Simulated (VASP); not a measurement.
Crystal: LiH2.

```
Li H
1.0
    -1.57574    1.57574    2.05547
     1.57574   -1.57574    2.05547
     1.57574    1.57574   -2.05547
Li H
1 2
Direct
  0.00000 0.00000 0.00000
  0.25000 0.75000 0.50000
  0.75000 0.25000 0.50000
```

```yaml
Program: VASP 6.6.1
Task: relaxation of cell and atoms
Functional: PBE
Potentials_or_basis: VASP PAW PBE potentials, release 64 (Li_sv, H)
Cutoff: 600 eV
k_mesh: 20 × 20 × 20
Occupations: gaussian, width 0.1 eV
Spin: no spin polarisation
```

At the start: pressure -0.3 GPa; volume 6.80 Å³/atom.

Task: Where does the relaxation end?

Result: Over 14 steps the energy falls by 87.0 meV/atom and the volume is 6.56 Å³/atom (-3.6 %); space group I4/mmm (No. 139, to 0.05 Å).

Step by step:
```tsv
step	energy change (eV)	largest force (eV/Å)	pressure (GPa)	volume (Å³)
1	0.0000	0.0000	-0.25	20.41
2	-0.0021	0.0000	-0.20	20.38
3	-0.0096	0.0000	-0.05	20.28
4	-0.0304	0.0000	0.30	20.06
5	-0.0985	0.0000	1.01	19.56
6	-0.2374	0.0000	3.66	18.27
7	0.8874	0.0000	29.26	14.44
8	-0.2395	0.0000	4.37	18.03
9	-0.2412	0.0000	4.17	18.10
10	-0.2415	0.0000	4.06	18.14
11	-0.2446	0.0000	3.68	18.26
12	-0.2524	0.0000	2.62	18.64
13	-0.2605	0.0000	0.68	19.40
14	-0.2611	0.0000	0.02	19.69
```

Final structure:
```
CELL_PARAMETERS angstrom
-1.77002 1.77002 1.57110
1.77002 -1.77002 1.57110
1.77002 1.77002 -1.57110
ATOMIC_POSITIONS crystal
Li 0.00000 0.00000 0.00000
H 0.25000 0.75000 0.50000
H 0.75000 0.25000 0.50000
```

Caveat: the cutoff is under 1.25 times the usual one of these potentials, so pressure, stress and relaxed cells hold a basis-set (Pulay) error.
